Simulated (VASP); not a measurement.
C: single point with PBE

Crystal: C.

```xyz
2
Lattice="0.0000 1.7834 1.7834 1.7834 0.0000 1.7834 1.7834 1.7834 0.0000" Properties=species:S:1:pos:R:3 pbc="T T T"
C     0.0000    0.0000    0.0000
C     0.8917    0.8917    0.8917
```

```
Program             : VASP 6.6.1
Task                : single point
Functional          : PBE
Potentials or basis : VASP PAW PBE potentials, release 64 (C)
Cutoff              : 520 eV
k mesh              : 22 × 22 × 22
Occupations         : gaussian, width 0.05 eV
Spin                : no spin polarisation
```

```
Pressure               : 2.5 GPa
Band gap on the k mesh : 4.13 eV, indirect (least direct gap 5.59 eV)
```

Levels at points of the mesh, in eV from the valence-band top:
```
           k point  band 1  band 2  band 3  band 4  band 5  band 6  band 7  band 8
(0.00, 0.00, 0.00)  -21.48    0.00    0.00    0.00    5.59    5.59    5.59   13.33
(0.50, 0.00, 0.00)  -15.70  -13.37   -2.80   -2.80    8.46    8.46    8.85   15.70
(0.50, 0.50, 0.00)  -12.76  -12.76   -6.30   -6.30    4.76    4.76   16.81   16.81
```

It took 22 s on 1 thread of Intel Xeon 6975P-C (shared host), peak memory 0.14 GiB.

A k mesh can miss the band edges.
